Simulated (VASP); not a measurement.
# CuI (Marshite) (F-43m) in VASP: settings compared

Aim: see how the results for CuI (Marshite) move with the level of theory and the settings. Levels: LDA, PBE. Tasks: single point.

Program: VASP 6.6.1. These are calculated values, not measurements. Logs are shortened: lines on timing, memory, paths and dates and some standing lists are left out, and cuts for length are marked.

### 1 The cell of the first run

Symmetry: F-43m, No. 216, cubic system. The conventional cell has a = 6.063 Å, b = 6.063 Å, c = 6.063 Å, α = 90.00°, β = 90.00°, γ = 90.00°. Within 3.5 Å of I (site symmetry -43m) lie 4 Cu at 2.63 Å. Cu (site symmetry -43m) has 4 I at 2.63 Å within 3.5 Å.

### 2 Single point, LDA

The input, INCAR:

```
SYSTEM = CuI
  PREC = Accurate
  ENCUT = 520
  EDIFF = 1E-6
  ISMEAR = 0
  SIGMA = 0.02
  LREAL = .False.
  LASPH = .True.
  NELM = 60
  ALGO = Normal
  ISIF = 2
  LWAVE = .False.
  LCHARG = .True.
  LELF = .True.
  LVHAR = .True.
  NBANDS = 16
```

The input, KPOINTS:

```
regular mesh
0
Gamma
  8 8 8
  0 0 0
```

The input, POSCAR:

```
CuI
1.0
    0.0000000000      3.0315000000      3.0315000000
    3.0315000000      0.0000000000      3.0315000000
    3.0315000000      3.0315000000      0.0000000000
I Cu
1 1
Direct
    0.0000000000      0.0000000000      0.0000000000
    0.7500000000      0.7500000000      0.7500000000
```

Potentials or basis: VASP PAW LDA potentials, release 64 (I, Cu).

Run with:

```bash
> cat potpaw_LDA.64/I/POTCAR potpaw_LDA.64/Cu/POTCAR > POTCAR
> mpirun -np 1 vasp_std > vasp.out
```

OUTCAR:

```text
SYSTEM = CuI
   PREC = Accurate
   ENCUT = 520
   EDIFF = 1E-6
   ISMEAR = 0
   LREAL = .False.
   LASPH = .True.
   NELM = 60
   ISIF = 2

 ion  position               nearest neighbor table
   1  0.000  0.000  0.000-   2 2.63   2 2.63   2 2.63   2 2.63
   2  0.750  0.750  0.750-   1 2.63   1 2.63   1 2.63   1 2.63

  LATTYP: Found a face centered cubic cell.
 ALAT       =     6.0630000000

  Lattice vectors:

 A1 = (   0.0000000000,   3.0315000000,   3.0315000000)
 A2 = (   3.0315000000,   0.0000000000,   3.0315000000)
 A3 = (   3.0315000000,   3.0315000000,   0.0000000000)

Analysis of symmetry for initial positions (statically):
=====================================================================
 Subroutine PRICEL returns:
 Original cell was already a primitive cell.

 Routine SETGRP: Setting up the symmetry group for a
 face centered cubic supercell.

 Subroutine GETGRP returns: Found 24 space group operations
 (whereof 24 operations were pure point group operations)
 out of a pool of 48 trial point group operations.

The static configuration has the point symmetry T_d .

Analysis of symmetry for dynamics (positions and initial velocities):
=====================================================================
 Subroutine PRICEL returns:
 Original cell was already a primitive cell.

 Routine SETGRP: Setting up the symmetry group for a
 face centered cubic supercell.

 Subroutine GETGRP returns: Found 24 space group operations
 (whereof 24 operations were pure point group operations)
 out of a pool of 48 trial point group operations.

The dynamic configuration has the point symmetry T_d .

 Subroutine INISYM returns: Found 24 space group operations
 (whereof 24 operations are pure point group operations),
 and found     1 'primitive' translations

----------------------------------------------------------------------------------------

                                     Primitive cell

  volume of cell :      55.7189

  direct lattice vectors                    reciprocal lattice vectors
     0.000000000  3.031500000  3.031500000    -0.164934851  0.164934851  0.164934851
     3.031500000  0.000000000  3.031500000     0.164934851 -0.164934851  0.164934851
     3.031500000  3.031500000  0.000000000     0.164934851  0.164934851 -0.164934851

  length of vectors
     4.287188414  4.287188414  4.287188414     0.285675541  0.285675541  0.285675541

  position of ions in fractional coordinates (direct lattice)
     0.000000000  0.000000000  0.000000000
[... 72 lines left out ...]
   ISPIN  =      1    spin polarized calculation?
   LNONCOLLINEAR =      F non collinear calculations
   LSORBIT =      F    spin-orbit coupling
   LASPH  =      T    aspherical Exc in radial PAW
   ENCUT  =  520.0 eV  38.22 Ry    6.18 a.u.   7.97  7.97  7.97*2*pi/ulx,y,z
   NELM   =     60;   NELMIN=  2; NELMDL= -5     # of ELM steps
   EDIFF  = 0.1E-05   stopping-criterion for ELM
   LREAL  =      F    real-space projection
   EDIFFG = 0.1E-04   stopping-criterion for IOM
   NSW    =      0    number of steps for IOM
   IBRION =     -1    ionic relax: 0-MD 1-quasi-New 2-CG
   NFREE  =      0    steps in history (QN), initial steepest desc. (CG)
   ISIF   =      2    stress and relaxation
   ISYM   =      2    0-nonsym 1-usesym 2-fastsym
   POTIM  = 0.5000    time-step for ionic-motion
   TEBEG  =    0.0;   TEEND  =   0.0 temperature during run
   PSTRESS=    0.0 pullay stress
   NELECT =      18.0000    total number of electrons
   NUPDOWN=      -1.0000    fix difference up-down
   EMIN   =  10.00;   EMAX   =-10.00  energy-range for DOS
   EFERMI =   0.00;   METHOD = LEGACY
   ISMEAR =     0;   SIGMA  =   0.02  broadening in eV -4-tet -1-fermi 0-gaus
   EFERMI_NEDOS =   21; number of points for ismear=-14 and -15
   IALGO  =     38    algorithm
   IMIX   =      4    mixing-type and parameters
     AMIX     =   0.40;   BMIX     =  1.00
     AMIX_MAG =   1.60;   BMIX_MAG =  1.00
  volume/ion in A,a.u.               =      27.86       188.00
  Fermi-wavevector in a.u.,A,eV,Ry     =   1.123306  2.122741 17.168055  1.261816
  Thomas-Fermi vector in A             =   2.259971
   LORBIT       =      0    0 simple, 1 ext, 2 COOP (PROOUT), +10 PAW based schemes
   GGA     = CA    functional components
   LHFCALC =     F    Hartree Fock is set to
   AEXX    =    0.0000 exact exchange contribution
   IVDW    =     0    specifies the selected vdW correction
   LEPSILON=     F    determine dielectric tensor
   LRPA    =     F    only Hartree local field effects (RPA)
 non-spin polarized calculation
 Gauss-broadening in eV      SIGMA  =   0.02
  energy-cutoff  :      520.00
  volume of cell :       55.72
 maximum number of plane-waves:      1524
   NGX = 15   NGY = 15   NGZ = 15

 number of electron      18.0000014 magnetization

 Free energy of the ion-electron system (eV)
  ---------------------------------------------------
  ext. energy  EPLUGINS =         0.00000000
  ---------------------------------------------------
  free energy    TOTEN  =        -6.91846580 eV

  energy without entropy =       -6.91846580  energy(sigma->0) =       -6.91846580

 E-fermi :   4.2514     XC(G=0):  -9.3092

 val. band max:        4.1646771808   @ k =   0.0000   0.0000   0.0000
 cond. band min:       5.1619794182   @ k =   0.0000   0.0000   0.0000
 fundamental gap:      0.9973022374
 Fermi energy:         4.2514049771

 k-point     1 :       0.0000    0.0000    0.0000
  band No.  band energies     occupation
      1      -9.8173      2.00000
      2       0.5388      2.00000
      3       0.5388      2.00000
      4       0.5388      2.00000
      5       2.2461      2.00000
      6       2.2461      2.00000
[... 433 lines left out ...]
      3       0.0176      2.00000
      4       0.5307      2.00000
      5       2.1814      2.00000
      6       2.2568      2.00000
[... 8 lines left out ...]
     15      14.8395      0.00000
     16      15.4298      0.00000

 [... further k-points ...]
[... 5 lines left out ...]
  --------------------------------------------------------------------------------------
  -------------------------------------------------------------------------------------
  Total       -1.4812255     -1.4812255     -1.4812255     -0.0000000     -0.0000000      0.0000000
  in kB      -42.5920999    -42.5920999    -42.5920999     -0.0000000     -0.0000000      0.0000000
  external PRESSURE =     -42.5920999 kB  Pullay stress =       0.0000000 kB

 VOLUME and BASIS-vectors are now :
 -----------------------------------------------------------------------------
  energy-cutoff  :      520.00
  volume of cell :       55.72
      direct lattice vectors                 reciprocal lattice vectors
     0.000000000  3.031500000  3.031500000    -0.164934851  0.164934851  0.164934851
     3.031500000  0.000000000  3.031500000     0.164934851 -0.164934851  0.164934851
     3.031500000  3.031500000  0.000000000     0.164934851  0.164934851 -0.164934851

 POSITION                                       TOTAL-FORCE (eV/Angst)
 -----------------------------------------------------------------------------------
      0.00000      0.00000      0.00000        -0.000000      0.000000     -0.000000
      4.54725      4.54725      4.54725         0.000000     -0.000000      0.000000
 -----------------------------------------------------------------------------------
    total drift:                                0.000001      0.000001      0.000001

  FREE ENERGIE OF THE ION-ELECTRON SYSTEM (eV)
  ---------------------------------------------------
  free  energy   TOTEN  =        -6.9184657976 eV

  energy  without entropy=       -6.9184657976  energy(sigma->0) =       -6.91846580
```

Run time: 8.3 s. Hardware: 1 thread of Intel Xeon 6975P-C (Granite Rapids), shared host; peak memory 0.16 GiB.

Results:

```
Free energy            : -6.9185 eV
Pressure               : -4.3 GPa
Band gap on the k mesh : 1.00 eV, direct
```

Caveat: spin-orbit coupling is left out, which moves the levels of the heavy elements.

### 3 Single point, PBE

The input, INCAR:

```
  PREC = Accurate
  ENCUT = 520
  EDIFF = 1E-6
  ISMEAR = 0
  SIGMA = 0.014
  LREAL = False
  LASPH = True
  NELM = 80
  ALGO = Normal
  ISIF = 2
  LWAVE = False
  LCHARG = False
  GGA = PE
  NBANDS = 16
```

The input, KPOINTS:

```
regular mesh
0
Gamma
  8 8 8
```

POSCAR is that of step 2.

Potentials or basis: VASP PAW PBE potentials, release 64 (I, Cu).

Run with:

```bash
> cat potpaw_PBE.64/I/POTCAR potpaw_PBE.64/Cu/POTCAR > POTCAR
> mpirun -np 1 vasp_std > vasp.out
```

OUTCAR:

```text
PREC = Accurate
   ENCUT = 520
   EDIFF = 1E-6
   ISMEAR = 0
   LREAL = False
   LASPH = True
   NELM = 80
   ISIF = 2
   GGA = PE

 ion  position               nearest neighbor table
   1  0.000  0.000  0.000-   2 2.63   2 2.63   2 2.63   2 2.63
   2  0.750  0.750  0.750-   1 2.63   1 2.63   1 2.63   1 2.63

  LATTYP: Found a face centered cubic cell.
 ALAT       =     6.0630000000

  Lattice vectors:

 A1 = (   0.0000000000,   3.0315000000,   3.0315000000)
 A2 = (   3.0315000000,   0.0000000000,   3.0315000000)
 A3 = (   3.0315000000,   3.0315000000,   0.0000000000)

Analysis of symmetry for initial positions (statically):
=====================================================================
 Subroutine PRICEL returns:
 Original cell was already a primitive cell.

 Routine SETGRP: Setting up the symmetry group for a
 face centered cubic supercell.

 Subroutine GETGRP returns: Found 24 space group operations
 (whereof 24 operations were pure point group operations)
 out of a pool of 48 trial point group operations.

The static configuration has the point symmetry T_d .

Analysis of symmetry for dynamics (positions and initial velocities):
[... 153 lines left out ...]
  ext. energy  EPLUGINS =         0.00000000
  ---------------------------------------------------
  free energy    TOTEN  =        -5.56198107 eV

  energy without entropy =       -5.56198107  energy(sigma->0) =       -5.56198107

 E-fermi :   4.5501     XC(G=0):  -8.9377

 val. band max:        4.4282256742   @ k =   0.0000   0.0000   0.0000
 cond. band min:       5.5729007915   @ k =   0.0000   0.0000   0.0000
 fundamental gap:      1.1446751173
 Fermi energy:         4.5501372331

 k-point     1 :       0.0000    0.0000    0.0000
  band No.  band energies     occupation
      1      -9.5790      2.00000
      2       0.7908      2.00000
      3       0.7908      2.00000
      4       0.7908      2.00000
      5       2.5760      2.00000
      6       2.5760      2.00000
[... 433 lines left out ...]
      3       0.2532      2.00000
      4       0.7648      2.00000
      5       2.5123      2.00000
      6       2.5873      2.00000
[... 8 lines left out ...]
     15      15.1779      0.00000
     16      15.7345      0.00000

 [... further k-points ...]
[... 5 lines left out ...]
  --------------------------------------------------------------------------------------
  -------------------------------------------------------------------------------------
  Total        0.2393336      0.2393336      0.2393336     -0.0000000      0.0000000     -0.0000000
  in kB        6.8819491      6.8819491      6.8819491     -0.0000000      0.0000000     -0.0000000
  external PRESSURE =       6.8819491 kB  Pullay stress =       0.0000000 kB

 VOLUME and BASIS-vectors are now :
 -----------------------------------------------------------------------------
  energy-cutoff  :      520.00
  volume of cell :       55.72
      direct lattice vectors                 reciprocal lattice vectors
     0.000000000  3.031500000  3.031500000    -0.164934851  0.164934851  0.164934851
     3.031500000  0.000000000  3.031500000     0.164934851 -0.164934851  0.164934851
     3.031500000  3.031500000  0.000000000     0.164934851  0.164934851 -0.164934851

 POSITION                                       TOTAL-FORCE (eV/Angst)
 -----------------------------------------------------------------------------------
      0.00000      0.00000      0.00000         0.000000      0.000000      0.000000
      4.54725      4.54725      4.54725        -0.000000     -0.000000     -0.000000
 -----------------------------------------------------------------------------------
    total drift:                               -0.000001     -0.000001     -0.000000

  FREE ENERGIE OF THE ION-ELECTRON SYSTEM (eV)
  ---------------------------------------------------
  free  energy   TOTEN  =        -5.5619810735 eV

  energy  without entropy=       -5.5619810735  energy(sigma->0) =       -5.56198107
```

OSZICAR:

```text
N       E                     dE             d eps       ncg     rms          rms(c)
DAV:   1     0.946526419030E+02    0.94653E+02   -0.74612E+03   928   0.119E+03
DAV:   2     0.294120133770E+00   -0.94359E+02   -0.85195E+02  1008   0.227E+02
DAV:   3    -0.560840676343E+01   -0.59025E+01   -0.58121E+01  1248   0.607E+01
DAV:   4    -0.577023308227E+01   -0.16183E+00   -0.16176E+00  1072   0.959E+00
DAV:   5    -0.577919519387E+01   -0.89621E-02   -0.89618E-02  1480   0.251E+00    0.528E+00
DAV:   6    -0.570416732047E+01    0.75028E-01   -0.26407E+00   952   0.436E+01    0.339E+00
DAV:   7    -0.556270678780E+01    0.14146E+00   -0.63630E-01   992   0.261E+01    0.167E+00
DAV:   8    -0.556388090834E+01   -0.11741E-02   -0.32780E-02  1456   0.244E+00    0.442E-01
DAV:   9    -0.556179783165E+01    0.20831E-02   -0.79382E-03  1192   0.261E+00    0.134E-01
DAV:  10    -0.556197709546E+01   -0.17926E-03   -0.57299E-04  1080   0.149E-01    0.362E-02
DAV:  11    -0.556198141236E+01   -0.43169E-05   -0.14335E-04  1248   0.339E-01    0.291E-02
DAV:  12    -0.556198107352E+01    0.33884E-06   -0.99357E-06  1448   0.459E-02
   1 F= -.55619811E+01 E0= -.55619811E+01  d E =-.540856E-37
```

It took 7.8 s on 1 thread of Intel Xeon 6975P-C (Granite Rapids), shared host; peak memory 0.18 GiB.

What came out:

```yaml
Free_energy: -5.5620 eV
Pressure: 0.7 GPa
Band_gap_on_the_k_mesh: 1.14 eV, direct
```

Caveat: spin-orbit coupling is left out, which moves the levels of the heavy elements. Expect the measured gap to be larger: semilocal functionals such as PBE lack the derivative discontinuity.
